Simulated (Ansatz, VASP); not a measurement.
## Cr in VASP and in Ansatz

```
Cr
1.0
    -1.40709    1.40709    1.40709
     1.40709   -1.40709    1.40709
     1.40709    1.40709   -1.40709
Cr
1
Direct
  0.00000 0.00000 0.00000
```

Alike in both runs: functional PBEsol; k mesh 20 × 20 × 20; occupations gaussian, width 0.1 eV; no spin polarisation.

Ansatz relaxed the structure, and its values are those at the end. VASP's run is a single point on that final structure, the one shown.

```csv
,VASP,Ansatz
version,VASP 6.6.1,Ansatz 0.2.0
potentials or method,"VASP PAW PBE potentials, release 64 (Cr_pv), cutoff 520 eV","scalar-relativistic, plane waves, PAW"
valence electrons in the cell,12,14
```

Ansatz gave:

| Item | Value |
| --- | --- |
| gap on the k mesh at the Fermi level (eV) | none |
| pressure (GPa) | 0.0 |

**Question.** What did VASP give for the same quantities?

**Answer.** gap on the k mesh at the Fermi level (eV): none; pressure (GPa): -0.5.

VASP's potentials were made for PBE, not for PBEsol. A gap of «none» marks a metal or a gap that the smearing closes. The functional is the same, so the differences come from potentials, cutoffs and numerics. VASP's potentials hold 12 valence electrons a cell and Ansatz's 14, so a difference there can come from the potentials and not from the codes.
